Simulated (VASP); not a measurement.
# AgCl (I4/mmm) in VASP: notebook

Aim: see how the results for AgCl move with the level of theory and the settings. Levels: PBE, r2SCAN. Tasks: single point.

All numbers are computed with VASP 6.6.1; they aren't measurements. Logs are shortened: lines on timing, memory, paths and dates and some standing lists are left out, and cuts for length are marked.

### 1 The cell of the first run

The structure is tetragonal, space group I4/mmm (No. 139). The conventional cell has a = 3.883 Å, b = 3.883 Å, c = 5.609 Å, α = 90.00°, β = 90.00°, γ = 90.00°. Within 3.6 Å of Ag (site symmetry 4/mmm) lie 6 Cl at 2.75 to 2.80 Å. Within 3.6 Å of Cl (site symmetry 4/mmm) lie 6 Ag at 2.75 to 2.80 Å.

### 2 Single point, PBE (epitaxial xy strain -1.0%)

INCAR reads:

```
SYSTEM = AgCl
PREC = Accurate
ENCUT = 520
EDIFF = 1E-7
ISMEAR = -1
SIGMA = 0.02
LREAL = .FALSE.
LASPH = .TRUE.
NELM = 80
ALGO = Normal
ISIF = 2
LWAVE = .FALSE.
LCHARG = .FALSE.
GGA = PE
NBANDS = 16
```

KPOINTS reads:

```
Automatic mesh
0
G
  8 8 8
  0 0 0
```

POSCAR reads:

```
AgCl
1.0
    0.0000000000      2.7454519760      2.8044405052
    2.7454519760      0.0000000000      2.8044405052
    2.7454519760      2.7454519760      0.0000000000
Ag Cl
1 1
Direct
    0.0000000000      0.0000000000      0.0000000000
    0.5000000000      0.5000000000      0.5000000000
```

Potentials or basis: VASP PAW PBE potentials, release 64 (Ag, Cl).

The run is started by

```bash
$ cat potpaw_PBE.64/Ag/POTCAR potpaw_PBE.64/Cl/POTCAR > POTCAR
$ mpirun -np 1 vasp_std > vasp.out
```

OUTCAR:

```text
SYSTEM = AgCl
   PREC = Accurate
   ENCUT = 520
   EDIFF = 1E-7
   ISMEAR = -1
   LREAL = .FALSE.
   LASPH = .TRUE.
   NELM = 80
   ISIF = 2
   GGA = PE

 ion  position               nearest neighbor table
   1  0.000  0.000  0.000-   2 2.75   2 2.75   2 2.75   2 2.75   2 2.80   2 2.80
   2  0.500  0.500  0.500-   1 2.75   1 2.75   1 2.75   1 2.75   1 2.80   1 2.80

  LATTYP: Found a body centered tetragonal cell.
 ALAT       =     3.8826554193
 C/A-ratio  =     1.4445992252

  Lattice vectors:

 A1 = (  -2.7454519760,   0.0000000000,   2.8044405052)
 A2 = (   2.7454519760,   0.0000000000,   2.8044405052)
 A3 = (   0.0000000000,   2.7454519760,  -2.8044405052)

Analysis of symmetry for initial positions (statically):
=====================================================================
 Subroutine PRICEL returns:
 Original cell was already a primitive cell.

 Routine SETGRP: Setting up the symmetry group for a
 body centered tetragonal supercell.

 Subroutine GETGRP returns: Found 16 space group operations
 (whereof 16 operations were pure point group operations)
 out of a pool of 16 trial point group operations.

The static configuration has the point symmetry D_4h.

Analysis of symmetry for dynamics (positions and initial velocities):
=====================================================================
 Subroutine PRICEL returns:
 Original cell was already a primitive cell.

 Routine SETGRP: Setting up the symmetry group for a
 body centered tetragonal supercell.

 Subroutine GETGRP returns: Found 16 space group operations
 (whereof 16 operations were pure point group operations)
 out of a pool of 16 trial point group operations.

The dynamic configuration has the point symmetry D_4h.

 Subroutine INISYM returns: Found 16 space group operations
 (whereof 16 operations are pure point group operations),
 and found     1 'primitive' translations

----------------------------------------------------------------------------------------

                                     Primitive cell

  volume of cell :      42.2770

  direct lattice vectors                    reciprocal lattice vectors
     0.000000000  2.745451976  2.804440505    -0.182119376  0.182119376  0.178288681
     2.745451976  0.000000000  2.804440505     0.182119376 -0.182119376  0.178288681
     2.745451976  2.745451976  0.000000000     0.182119376  0.182119376 -0.178288681

  length of vectors
     3.924588271  3.924588271  3.882655419     0.313243975  0.313243975  0.313243975

  position of ions in fractional coordinates (direct lattice)
     0.000000000  0.000000000  0.000000000
     0.500000000  0.500000000  0.500000000

  ion indices of the primitive-cell ions
   primitive index   ion index
                 1           1
                 2           2

----------------------------------------------------------------------------------------

 KPOINTS: Automatic mesh

Automatic generation of k-mesh.
 Grid dimensions read from file:
 generate k-points for:    8    8    8

 Generating k-lattice:

  Cartesian coordinates                     Fractional coordinates (reciprocal lattice)
    -0.022764922  0.022764922  0.022286085     0.125000000  0.000000000  0.000000000
     0.022764922 -0.022764922  0.022286085     0.000000000  0.125000000  0.000000000
     0.022764922  0.022764922 -0.022286085     0.000000000  0.000000000  0.125000000

  Length of vectors
     0.039155497  0.039155497  0.039155497

  Shift w.r.t. Gamma in fractional coordinates (k-lattice)
     0.000000000  0.000000000  0.000000000

 Subroutine IBZKPT returns following result:
 ===========================================

 Found     59 irreducible k-points:

 Following reciprocal coordinates:
            Coordinates               Weight
  0.000000  0.000000  0.000000      1.000000
  0.125000  0.000000  0.000000      8.000000
  0.250000  0.000000  0.000000      8.000000
  0.375000  0.000000  0.000000      8.000000
  0.500000  0.000000  0.000000      4.000000
  0.125000  0.125000  0.000000      2.000000
[... 16 lines left out ...]
  0.250000  0.000000  0.125000     16.000000
  0.375000  0.000000  0.125000     16.000000
 [... further k-points ...]
   k-points           NKPTS =     59   k-points in BZ     NKDIM =     59   number of bands    NBANDS=     16
   number of dos      NEDOS =    301   number of ions     NIONS =      2
   total plane-waves  NPLWV =  27000
   dimension x,y,z NGX =    30 NGY =   30 NGZ =   30
   dimension x,y,z NGXF=    60 NGYF=   60 NGZF=   60
   ions per type =               1   1
   NGX,Y,Z   is equivalent  to a cutoff of  12.71, 12.71, 12.85 a.u.
   NGXF,Y,Z  is equivalent  to a cutoff of  25.42, 25.42, 25.69 a.u.
 SYSTEM =  AgCl
   PREC   = accura    normal or accurate (medium, high low for compatibility)
   ISTART =      0    job   : 0-new  1-cont  2-samecut
   ICHARG =      2    charge: 1-file 2-atom 10-const
   ISPIN  =      1    spin polarized calculation?
   LNONCOLLINEAR =      F non collinear calculations
   LSORBIT =      F    spin-orbit coupling
   LASPH  =      T    aspherical Exc in radial PAW
   ENCUT  =  520.0 eV  38.22 Ry    6.18 a.u.   7.30  7.30  7.22*2*pi/ulx,y,z
   NELM   =     80;   NELMIN=  2; NELMDL= -5     # of ELM steps
   EDIFF  = 0.1E-06   stopping-criterion for ELM
   LREAL  =      F    real-space projection
   EDIFFG = 0.1E-05   stopping-criterion for IOM
   NSW    =      0    number of steps for IOM
   IBRION =     -1    ionic relax: 0-MD 1-quasi-New 2-CG
   NFREE  =      0    steps in history (QN), initial steepest desc. (CG)
   ISIF   =      2    stress and relaxation
   ISYM   =      2    0-nonsym 1-usesym 2-fastsym
   POTIM  = 0.5000    time-step for ionic-motion
   TEBEG  =    0.0;   TEEND  =   0.0 temperature during run
   PSTRESS=    0.0 pullay stress
   NELECT =      18.0000    total number of electrons
   NUPDOWN=      -1.0000    fix difference up-down
   EMIN   =  10.00;   EMAX   =-10.00  energy-range for DOS
   EFERMI =   0.00;   METHOD = LEGACY
   ISMEAR =    -1;   SIGMA  =   0.02  broadening in eV -4-tet -1-fermi 0-gaus
   EFERMI_NEDOS =   21; number of points for ismear=-14 and -15
   IALGO  =     38    algorithm
   IMIX   =      4    mixing-type and parameters
     AMIX     =   0.40;   BMIX     =  1.00
     AMIX_MAG =   1.60;   BMIX_MAG =  1.00
  volume/ion in A,a.u.               =      21.14       142.65
  Fermi-wavevector in a.u.,A,eV,Ry     =   1.231585  2.327358 20.637336  1.516801
  Thomas-Fermi vector in A             =   2.366389
   LORBIT       =      0    0 simple, 1 ext, 2 COOP (PROOUT), +10 PAW based schemes
   GGA     = PE    functional components
   LHFCALC =     F    Hartree Fock is set to
   AEXX    =    0.0000 exact exchange contribution
   IVDW    =     0    specifies the selected vdW correction
   LEPSILON=     F    determine dielectric tensor
   LRPA    =     F    only Hartree local field effects (RPA)
 non-spin polarized calculation
  energy-cutoff  :      520.00
  volume of cell :       42.28
 maximum number of plane-waves:      1163
 NGX is ok and might be reduce to    30
   NGX = 15   NGY = 15   NGZ = 15

 number of electron      18.0000005 magnetization

 Free energy of the ion-electron system (eV)
  ---------------------------------------------------
  ext. energy  EPLUGINS =         0.00000000
  ---------------------------------------------------
  free energy    TOTEN  =        -5.38917314 eV

  energy without entropy =       -5.38917314  energy(sigma->0) =       -5.38917314

 E-fermi :   4.4172     XC(G=0): -10.0111

 val. band max:        3.9992764140   @ k =   0.5000   0.0000   0.0000
 cond. band min:       4.8407454921   @ k =   0.0000   0.0000   0.0000
 fundamental gap:      0.8414690782
 Fermi energy:         4.4172039385

 k-point     1 :       0.0000    0.0000    0.0000
  band No.  band energies     occupation
      1     -11.2803      2.00000
      2       1.4187      2.00000
      3       1.4711      2.00000
      4       1.4711      2.00000
      5       1.4923      2.00000
      6       1.4971      2.00000
[... 8 lines left out ...]
     15      16.9713      0.00000
     16      17.4725      0.00000

 k-point     2 :       0.1250    0.0000    0.0000
  band No.  band energies     occupation
      1     -11.2188      2.00000
      2       0.7201      2.00000
      3       0.7686      2.00000
      4       0.8232      2.00000
      5       1.4973      2.00000
      6       1.5219      2.00000
[... 8 lines left out ...]
     15      16.0741      0.00000
     16      16.7246      0.00000

 k-point     3 :       0.2500    0.0000    0.0000
  band No.  band energies     occupation
      1     -11.0641      2.00000
      2      -0.3143      2.00000
      3       0.1803      2.00000
      4       0.2426      2.00000
      5       1.6327      2.00000
      6       1.6437      2.00000
[... 8 lines left out ...]
     15      16.2126      0.00000
     16      16.6031      0.00000

 k-point     4 :       0.3750    0.0000    0.0000
  band No.  band energies     occupation
      1     -10.8993      2.00000
      2      -1.1002      2.00000
      3      -0.1933      2.00000
      4      -0.1245      2.00000
      5       1.7700      2.00000
      6       1.7742      2.00000
[... 8 lines left out ...]
     15      17.0308      0.00000
     16      17.1499      0.00000
[... 324 lines left out ...]
 k-point    22 :       0.1250    0.0000    0.1250
  band No.  band energies     occupation
      1     -11.1982      2.00000
      2       0.2030      2.00000
      3       1.0324      2.00000
      4       1.0997      2.00000
      5       1.4204      2.00000
      6       1.5252      2.00000
[... 8 lines left out ...]
     15      17.7956      0.00000
     16      18.0178      0.00000

 k-point    23 :       0.2500    0.0000    0.1250
  band No.  band energies     occupation
      1     -11.0789      2.00000
      2      -0.3809      2.00000
      3       0.4993      2.00000
      4       0.6056      2.00000
      5       1.4809      2.00000
      6       1.6559      2.00000
[... 8 lines left out ...]
     15      17.3625      0.00000
     16      18.0219      0.00000

 k-point    24 :       0.3750    0.0000    0.1250
  band No.  band energies     occupation
      1     -10.9236      2.00000
      2      -0.8999      2.00000
      3      -0.0774      2.00000
      4       0.1144      2.00000
      5       1.6246      2.00000
      6       1.7983      2.00000
[... 8 lines left out ...]
     15      17.7376      0.00000
     16      17.9825      0.00000

 [... further k-points ...]
[... 5 lines left out ...]
  --------------------------------------------------------------------------------------
  -------------------------------------------------------------------------------------
  Total        0.5702225      0.5702225      0.4171368      0.0000000      0.0000000     -0.0000000
  in kB       21.6098133     21.6098133     15.8082982      0.0000000      0.0000000     -0.0000000
  external PRESSURE =      19.6759750 kB  Pullay stress =       0.0000000 kB

 VOLUME and BASIS-vectors are now :
 -----------------------------------------------------------------------------
  energy-cutoff  :      520.00
  volume of cell :       42.28
      direct lattice vectors                 reciprocal lattice vectors
     0.000000000  2.745451976  2.804440505    -0.182119376  0.182119376  0.178288681
     2.745451976  0.000000000  2.804440505     0.182119376 -0.182119376  0.178288681
     2.745451976  2.745451976  0.000000000     0.182119376  0.182119376 -0.178288681

 POSITION                                       TOTAL-FORCE (eV/Angst)
 -----------------------------------------------------------------------------------
      0.00000      0.00000      0.00000        -0.000000      0.000000      0.000000
      2.74545      2.74545      2.80444         0.000000     -0.000000      0.000000
 -----------------------------------------------------------------------------------
    total drift:                               -0.000000      0.000000      0.000000

  FREE ENERGIE OF THE ION-ELECTRON SYSTEM (eV)
  ---------------------------------------------------
  free  energy   TOTEN  =        -5.3891731369 eV

  energy  without entropy=       -5.3891731368  energy(sigma->0) =       -5.38917314
```

Wall time 19 s (1 thread of Intel Xeon 6975P-C (Granite Rapids), shared host); peak memory 0.19 GiB.

What came out:

| Quantity | Value |
| --- | --- |
| Free energy | -5.3892 eV |
| Pressure | 2.0 GPa |
| Band gap on the k mesh | 0.84 eV (least direct gap 3.21 eV) |

Stress tensor (GPa, compression positive):
```
2.16 0.00 0.00
0.00 2.16 0.00
0.00 0.00 1.58
```

Levels at points of the mesh, in eV from the valence-band top:
```
           k point  band 5  band 6  band 7  band 8  band 9  band 10  band 11  band 12  band 13  band 14
(0.00, 0.00, 0.00)   -2.51   -2.50   -2.45   -2.45   -2.38     0.84    10.75    10.81    10.81    12.31
(0.50, 0.00, 0.00)   -2.18   -2.16   -1.85   -0.14    0.00     4.15     6.52     7.49     7.70    13.54
(0.50, 0.50, 0.00)   -2.90   -2.33   -2.05   -2.05   -1.96     2.32     8.03     8.45    11.60    11.60
(0.50, 0.00, 0.50)   -2.87   -2.30   -2.06   -2.04   -1.95     2.30     7.90     8.66    11.27    11.61
```

Caveat: the cell differs from its parent crystal (epitaxial xy strain -1.0%).

(Continued in part 2 of 2.)
